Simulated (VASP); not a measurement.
Write the native input for VASP 6.6.1 that does the following.

```yaml
Task: single point
Functional: PBE
Potentials_or_basis: VASP PAW PBE potentials, release 64 (Ta_pv, Si, O)
Cutoff: 520 eV
k_mesh: 6 × 6 × 6
Occupations: gaussian, width 0.1 eV
Spin: no spin polarisation
Dipole_correction: no
Further_INCAR_settings: ALGO = Normal; EDIFF = 1e-06; NBANDS = 28
```

The structure of TaSiO4 lies in POSCAR:

```
TaSiO4
1.0
    0.0000000000      3.1088989894      3.1088989894
    3.1088989894      0.0000000000      3.1088989894
    3.1088989894      3.1088989894      0.0000000000
Ta Si O
1 1 4
Direct
    0.7500000000      0.7500000000      0.7500000000
    0.0000000000      0.0000000000      0.0000000000
    0.3763080120      0.8710759641      0.3763080120
    0.3763080120      0.3763080120      0.8710759641
    0.3763080120      0.3763080120      0.3763080120
    0.8710759641      0.3763080120      0.3763080120
```

One way to write it, as run:

INCAR

```
SYSTEM = TaSiO4
PREC = Accurate
ENCUT = 520
EDIFF = 1E-6
ISMEAR = 0
SIGMA = 0.1
LREAL = .False.
LASPH = .True.
NELM = 80
ALGO = Normal
ISIF = 2
LWAVE = .False.
LCHARG = .True.
GGA = PE
LELF = .True.
LVHAR = .True.
NBANDS = 28
```

KPOINTS

```
regular mesh
0
Gamma
  6 6 6
  0 0 0
```

Potentials or basis: VASP PAW PBE potentials, release 64 (Ta_pv, Si, O).

Launch:

```console
$ cat potpaw_PBE.64/Ta_pv/POTCAR potpaw_PBE.64/Si/POTCAR potpaw_PBE.64/O/POTCAR > POTCAR
$ mpirun -np 1 vasp_std > vasp.out
```

It gave:

| Property | Result |
| --- | --- |
| Pressure | -0.1 GPa |

Caveat: an odd number of electrons without spin polarisation forces a metal; a magnetic or distorted state may lie lower.

Wall time 53 s on 1 thread of Intel(R) Xeon(R) Platinum 8259CL CPU @ 2.50GHz (Skylake/Cascade Lake), with other jobs on the host, peak memory 0.21 GiB.
